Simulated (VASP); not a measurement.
# TePb (Fm-3m) in VASP: notebook, part 2 of 2

VASP 6.6.1. The steps go on from the part before.

## 3. Single point, r2SCAN

This run uses another cell than the first one, of 31.31 Å³/atom.

POSCAR

```
TePb
1.0
    4.4571298101      0.0000000000      0.0000000000
    2.2285649051      3.8599876435      0.0000000000
    2.2285649051      1.2866625478      3.6392312507
Te Pb
1 1
Direct
    0.5000000000      0.5000000000      0.5000000000
    0.0000000000      0.0000000000      0.0000000000
```

INCAR.step1

```
PREC = Accurate
ENCUT = 520
ISMEAR = -1
SIGMA = 0.01
LREAL = False
LASPH = True
NELM = 100
NBANDS = 17
GGA = PE
ALGO = Normal
EDIFF = 1E-4
LWAVE = True
LCHARG = False
```

INCAR.step2

```
PREC = Accurate
ENCUT = 520
EDIFF = 1E-6
ISMEAR = -1
SIGMA = 0.01
LREAL = False
LASPH = True
NELM = 100
ALGO = Normal
ISIF = 2
LWAVE = False
LCHARG = True
METAGGA = R2SCAN
LMIXTAU = True
LELF = True
LVHAR = True
NBANDS = 17
ISTART = 1
```

KPOINTS

```
regular mesh
0
Gamma
  4 4 4
```

Potentials or basis: VASP PAW PBE potentials, release 64 (Te, Pb_d).

On the command line:

```sh
$ cat potpaw_PBE.64/Te/POTCAR potpaw_PBE.64/Pb_d/POTCAR > POTCAR
$ cp INCAR.step1 INCAR
$ mpirun -np 1 vasp_std > vasp.out
$ cp INCAR.step2 INCAR
$ mpirun -np 1 vasp_std > vasp.out
```

OUTCAR:

```text
PREC = Accurate
   ENCUT = 520
   EDIFF = 1E-6
   ISMEAR = -1
   LREAL = False
   LASPH = True
   NELM = 100
   ISIF = 2
   METAGGA = R2SCAN
   ISTART = 1

 ion  position               nearest neighbor table
   1  0.500  0.500  0.500-   2 3.15   2 3.15   2 3.15   2 3.15   2 3.15   2 3.15
   2  0.000  0.000  0.000-   1 3.15   1 3.15   1 3.15   1 3.15   1 3.15   1 3.15

  LATTYP: Found a face centered cubic cell.
 ALAT       =     6.3033334267

  Lattice vectors:

 A1 = (   4.4571298101,   0.0000000000,   0.0000000000)
 A2 = (   2.2285649051,   3.8599876435,   0.0000000000)
 A3 = (   2.2285649051,   1.2866625478,   3.6392312507)

Analysis of symmetry for initial positions (statically):
=====================================================================
 Subroutine PRICEL returns:
 Original cell was already a primitive cell.

 Routine SETGRP: Setting up the symmetry group for a
 face centered cubic supercell.

 Subroutine GETGRP returns: Found 48 space group operations
 (whereof 48 operations were pure point group operations)
 out of a pool of 48 trial point group operations.

The static configuration has the point symmetry O_h .

Analysis of symmetry for dynamics (positions and initial velocities):
=====================================================================
 Subroutine PRICEL returns:
 Original cell was already a primitive cell.

 Routine SETGRP: Setting up the symmetry group for a
 face centered cubic supercell.

 Subroutine GETGRP returns: Found 48 space group operations
 (whereof 48 operations were pure point group operations)
 out of a pool of 48 trial point group operations.

The dynamic configuration has the point symmetry O_h .

 Subroutine INISYM returns: Found 48 space group operations
 (whereof 48 operations are pure point group operations),
[... 93 lines left out ...]
   EFERMI =   0.00;   METHOD = LEGACY
   ISMEAR =    -1;   SIGMA  =   0.01  broadening in eV -4-tet -1-fermi 0-gaus
   EFERMI_NEDOS =   21; number of points for ismear=-14 and -15
   IALGO  =     38    algorithm
   IMIX   =      4    mixing-type and parameters
     AMIX     =   0.40;   BMIX     =  1.00
     AMIX_MAG =   1.60;   BMIX_MAG =  1.00
  volume/ion in A,a.u.               =      31.31       211.26
  Fermi-wavevector in a.u.,A,eV,Ry     =   1.119097  2.114787 17.039650  1.252379
  Thomas-Fermi vector in A             =   2.255734
   LORBIT       =      0    0 simple, 1 ext, 2 COOP (PROOUT), +10 PAW based schemes
   METAGGA = R2SCAN    functional components
   LHFCALC =     F    Hartree Fock is set to
   AEXX    =    0.0000 exact exchange contribution
   IVDW    =     0    specifies the selected vdW correction
   LEPSILON=     F    determine dielectric tensor
   LRPA    =     F    only Hartree local field effects (RPA)
 non-spin polarized calculation
  energy-cutoff  :      520.00
  volume of cell :       62.61
 maximum number of plane-waves:      1708
 NGX is ok and might be reduce to    36
   NGX = 17   NGY = 17   NGZ = 17

 number of electron      19.9999998 magnetization

 Free energy of the ion-electron system (eV)
  ---------------------------------------------------
  ext. energy  EPLUGINS =         0.00000000
  ---------------------------------------------------
  free energy    TOTEN  =       -82.57414080 eV

  energy without entropy =      -82.57414080  energy(sigma->0) =      -82.57414080

 E-fermi :   6.8267     XC(G=0): -10.1838

 val. band max:        6.5790127323   @ k =   0.5000   0.0000   0.0000
 cond. band min:       7.4124628519   @ k =   0.5000   0.0000   0.0000
 fundamental gap:      0.8334501196
 Fermi energy:         6.8267391606

 k-point     1 :       0.0000    0.0000    0.0000
  band No.  band energies     occupation
      1     -10.9970      2.00000
      2     -10.9970      2.00000
      3     -10.9768      2.00000
      4     -10.9768      2.00000
      5     -10.9768      2.00000
      6      -6.6729      2.00000
[... 137 lines left out ...]
      4     -10.9669      2.00000
      5     -10.9411      2.00000
      6      -4.3883      2.00000
[... 9 lines left out ...]
     16      18.4673      0.00000
     17      18.5200      0.00000

------------------------ aborting loop because EDIFF is reached ----------------------------------------

  FORCE on cell =-STRESS in cart. coord.  units (eV):
  Direction    XX          YY          ZZ          XY          YZ          ZX
  --------------------------------------------------------------------------------------
  -------------------------------------------------------------------------------------
  Total        2.3187950      2.3187950      2.3187950      0.0000000     -0.0000000      0.0000000
  in kB       59.3365226     59.3365226     59.3365226      0.0000000     -0.0000000      0.0000000
  external PRESSURE =      59.3365226 kB  Pullay stress =       0.0000000 kB

 VOLUME and BASIS-vectors are now :
 -----------------------------------------------------------------------------
  energy-cutoff  :      520.00
  volume of cell :       62.61
      direct lattice vectors                 reciprocal lattice vectors
     4.457129810  0.000000000  0.000000000     0.224359631 -0.129534093 -0.091594436
     2.228564905  3.859987643  0.000000000     0.000000000  0.259068187 -0.091594436
     2.228564905  1.286662548  3.639231251     0.000000000  0.000000000  0.274783308

 POSITION                                       TOTAL-FORCE (eV/Angst)
 -----------------------------------------------------------------------------------
      4.45713      2.57333      1.81962        -0.000000      0.000000      0.000000
      0.00000      0.00000      0.00000         0.000000     -0.000000      0.000000
 -----------------------------------------------------------------------------------
    total drift:                                0.000000     -0.000000     -0.000000

  FREE ENERGIE OF THE ION-ELECTRON SYSTEM (eV)
  ---------------------------------------------------
  free  energy   TOTEN  =       -82.5741407955 eV

  energy  without entropy=      -82.5741407955  energy(sigma->0) =      -82.57414080
```

OSZICAR.step1:

```text
N       E                     dE             d eps       ncg     rms          rms(c)
DAV:   1     0.150336720307E+03    0.15034E+03   -0.94220E+03   272   0.117E+03
DAV:   2     0.176712334519E+01   -0.14857E+03   -0.14434E+03   290   0.300E+02
DAV:   3    -0.720362321806E+01   -0.89707E+01   -0.89076E+01   339   0.805E+01
DAV:   4    -0.745583304840E+01   -0.25221E+00   -0.25207E+00   360   0.142E+01
DAV:   5    -0.746405760151E+01   -0.82246E-02   -0.82242E-02   389   0.226E+00    0.414E+00
DAV:   6    -0.737174927784E+01    0.92308E-01   -0.19990E-01   406   0.332E+00    0.261E+00
DAV:   7    -0.736828613635E+01    0.34631E-02   -0.76168E-02   386   0.144E+00    0.925E-01
DAV:   8    -0.736910642083E+01   -0.82028E-03   -0.84838E-03   329   0.914E-01    0.171E-01
DAV:   9    -0.736918208362E+01   -0.75663E-04   -0.54810E-04   382   0.264E-01
   1 F= -.73691821E+01 E0= -.73691821E+01  d E =-.381243E-12
```

Run time: 81 s. Hardware: 1 thread of AMD EPYC 7R13, shared host; peak memory 0.19 GiB.

What came out:

```
Free energy            : -82.5741 eV
Pressure               : 5.9 GPa
Band gap on the k mesh : 0.83 eV
```

Caveat: the k points lie up to 0.43 Å⁻¹ apart; the PAW data sets were made with another functional, which shifts forces and pressure a little; spin-orbit coupling is left out, which moves the levels of the heavy elements.

## 4. Single point, r2SCAN

This run uses another cell than the first one, of 32.29 Å³/atom.

POSCAR

```
TePb
1.0
    4.5031775164      0.0000000000      0.0000000000
    2.2515887582      3.8998661269      0.0000000000
    2.2515887582      1.2999553756      3.6768290454
Te Pb
1 1
Direct
    0.5000000000      0.5000000000      0.5000000000
    0.0000000000      0.0000000000      0.0000000000
```

INCAR.step1

```
  ALGO = Normal
  EDIFF = 1E-4
  ENCUT = 520
  GGA = PE
  ISMEAR = -1
  LASPH = True
  LCHARG = False
  LREAL = False
  LWAVE = True
  NBANDS = 17
  NELM = 80
  PREC = Accurate
  SIGMA = 0.01
```

INCAR.step2

```
  ALGO = Normal
  EDIFF = 1E-6
  ENCUT = 520
  ISIF = 2
  ISMEAR = -1
  ISTART = 1
  LASPH = True
  LCHARG = False
  LMIXTAU = True
  LREAL = False
  LWAVE = False
  METAGGA = R2SCAN
  NBANDS = 17
  NELM = 80
  PREC = Accurate
  SIGMA = 0.01
```

KPOINTS

```
k-points
0
Gamma
  4 4 4
```

On the command line:

```sh
$ cat potpaw_PBE.64/Te/POTCAR potpaw_PBE.64/Pb_d/POTCAR > POTCAR
$ cp INCAR.step1 INCAR
$ mpirun -np 1 vasp_std > vasp.out
$ cp INCAR.step2 INCAR
$ mpirun -np 1 vasp_std > vasp.out
```

Run time: 81 s. Hardware: 1 thread of AMD EPYC 7R13, shared host; peak memory 0.19 GiB.

It converged, with:

| Property | Result |
| --- | --- |
| Free energy | -82.6349 eV |
| Pressure | 4.0 GPa |
| Band gap on the k mesh | 0.92 eV |

Levels at points of the mesh, in eV from the valence-band top:
```csv
k point,band 8,band 9,band 10,band 11,band 12,band 13
"(0.00, 0.00, 0.00)",-1.71,-1.71,-1.71,4.37,4.37,4.37
"(0.50, 0.00, 0.00)",-1.19,-1.19,0.00,0.92,1.26,1.26
"(0.50, 0.50, 0.00)",-5.09,-3.27,-3.27,3.36,5.97,5.97
```

Caveat: the k points lie up to 0.43 Å⁻¹ apart; the PAW data sets were made with another functional, which shifts forces and pressure a little; spin-orbit coupling is left out, which moves the levels of the heavy elements.

## 5. Single point, r2SCAN

This run uses another cell than the first one, of 33.47 Å³/atom.

POSCAR

```
TePb
1.0
    4.5576131453      0.0000000000      0.0000000000
    2.2788065727      3.9470087645      0.0000000000
    2.2788065727      1.3156695882      3.7212755503
Te Pb
1 1
Direct
    0.5000000000      0.5000000000      0.5000000000
    0.0000000000      0.0000000000      0.0000000000
```

INCAR.step1

```
ALGO = Normal ; EDIFF = 1E-4
ENCUT = 520 ; GGA = PE
ISMEAR = -1 ; LASPH = True
LCHARG = False ; LREAL = False
LWAVE = True ; NBANDS = 17
NELM = 80 ; PREC = Accurate
SIGMA = 0.01
```

INCAR.step2

```
ALGO = Normal ; EDIFF = 1E-6
ENCUT = 520 ; ISIF = 2
ISMEAR = -1 ; ISTART = 1
LASPH = True ; LCHARG = False
LMIXTAU = True ; LREAL = False
LWAVE = False ; METAGGA = R2SCAN
NBANDS = 17 ; NELM = 80
PREC = Accurate ; SIGMA = 0.01
```

KPOINTS is that of step 4.

On the command line:

```sh
$ cat potpaw_PBE.64/Te/POTCAR potpaw_PBE.64/Pb_d/POTCAR > POTCAR
$ cp INCAR.step1 INCAR
$ mpirun -np 1 vasp_std > vasp.out
$ cp INCAR.step2 INCAR
$ mpirun -np 1 vasp_std > vasp.out
```

It took 81 s on 1 thread of AMD EPYC 7R13, shared host; peak memory 0.19 GiB.

It converged, with:

| Property | Result |
| --- | --- |
| Free energy | -82.6790 eV |
| Pressure | 2.0 GPa |
| Band gap on the k mesh | 1.00 eV |

Levels at points of the mesh, in eV from the valence-band top:
| k point | band 6 | band 7 | band 8 | band 9 | band 10 | band 11 | band 12 | band 13 | band 14 | band 15 |
| --- | --- | --- | --- | --- | --- | --- | --- | --- | --- | --- |
| (0.00, 0.00, 0.00) | -12.59 | -5.62 | -1.54 | -1.54 | -1.54 | 4.35 | 4.35 | 4.35 | 6.15 | 6.15 |
| (0.50, 0.00, 0.00) | -11.06 | -8.95 | -1.05 | -1.05 | 0.00 | 1.00 | 1.38 | 1.38 | 8.95 | 9.69 |
| (0.50, 0.50, 0.00) | -10.78 | -7.52 | -4.76 | -3.03 | -3.03 | 3.54 | 5.85 | 5.85 | 7.21 | 10.53 |

Caveat: the k points lie up to 0.42 Å⁻¹ apart; the PAW data sets were made with another functional, which shifts forces and pressure a little; spin-orbit coupling is left out, which moves the levels of the heavy elements. A k mesh can miss the band edges.

## 6. Summary

```tsv
cell	gap on the mesh (eV)	pressure (GPa)
a = 4.416 Å, angles 60.0°, 2 atoms	0.75	7.9
a = 4.457 Å, angles 60.0°, 2 atoms	0.83	5.9
a = 4.503 Å, angles 60.0°, 2 atoms	0.92	4.0
a = 4.558 Å, angles 60.0°, 2 atoms	1.00	2.0
```

Alike in all rows: task single point; level r2SCAN; potentials or basis VASP PAW PBE potentials, release 64 (Te, Pb_d); no spin polarisation; k mesh 4 × 4 × 4; cutoff (eV) 520; smearing fermi-dirac 0.01 eV.

Caveats: all runs use coarse meshes; the PAW data sets were made with another functional, which shifts forces and pressure a little; spin-orbit coupling is left out, which moves the levels of the heavy elements.

Absolute energies hang on the potentials; compare differences alone.
